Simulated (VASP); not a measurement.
Set up this calculation in VASP 6.6.1, as the native input.

```
Task                   : single point
Functional             : PBE
Potentials or basis    : VASP PAW PBE potentials, release 64 (Hg, Te)
Cutoff                 : 520 eV
k mesh                 : 14 × 14 × 14
Occupations            : gaussian, width 0.15 eV
Spin                   : no spin polarisation
Dipole correction      : no
Further INCAR settings : ALGO = Normal; EDIFF = 1e-06; NBANDS = 16
```

The structure of HgTe lies in POSCAR:

```
HgTe
1.0
    0.0000000000      3.3202050000      3.3202050000
    3.3202050000      0.0000000000      3.3202050000
    3.3202050000      3.3202050000      0.0000000000
Hg Te
1 1
Direct
    0.0000000000      0.0000000000      0.0000000000
    0.7500000000      0.7500000000      0.7500000000
```

This cell differs from its parent crystal: strain +0.030 along x and y, +0.030 along z.

These files were run (other wordings do the same):

INCAR

```
SYSTEM = HgTe
PREC = Accurate
ENCUT = 520
EDIFF = 1E-6
ISMEAR = 0
SIGMA = 0.15
LREAL = .FALSE.
LASPH = .TRUE.
NELM = 80
ALGO = Normal
ISIF = 2
LWAVE = .FALSE.
LCHARG = .TRUE.
GGA = PE
LELF = .TRUE.
LVHAR = .TRUE.
NBANDS = 16
```

KPOINTS

```
regular mesh
0
G
  14 14 14
  0 0 0
```

Potentials or basis: VASP PAW PBE potentials, release 64 (Hg, Te).

Command:

```console
$ cat potpaw_PBE.64/Hg/POTCAR potpaw_PBE.64/Te/POTCAR > POTCAR
$ mpirun -np 1 vasp_std > vasp.out
```

Results of the run:

| Property | Result |
| --- | --- |
| Pressure | 0.2 GPa |
| Band gap on the k mesh | zero (filled and empty bands touch) |

Caveat: the cell differs from its parent crystal (strain +0.030 along x and y, +0.030 along z); semilocal functionals underestimate gaps, and a narrow one can read as zero; spin-orbit coupling is left out, which moves the levels of the heavy elements.

Wall time 50 s on 1 thread of Intel(R) Xeon(R) Platinum 8488C (Sapphire Rapids), with other jobs on the host, peak memory 0.28 GiB.
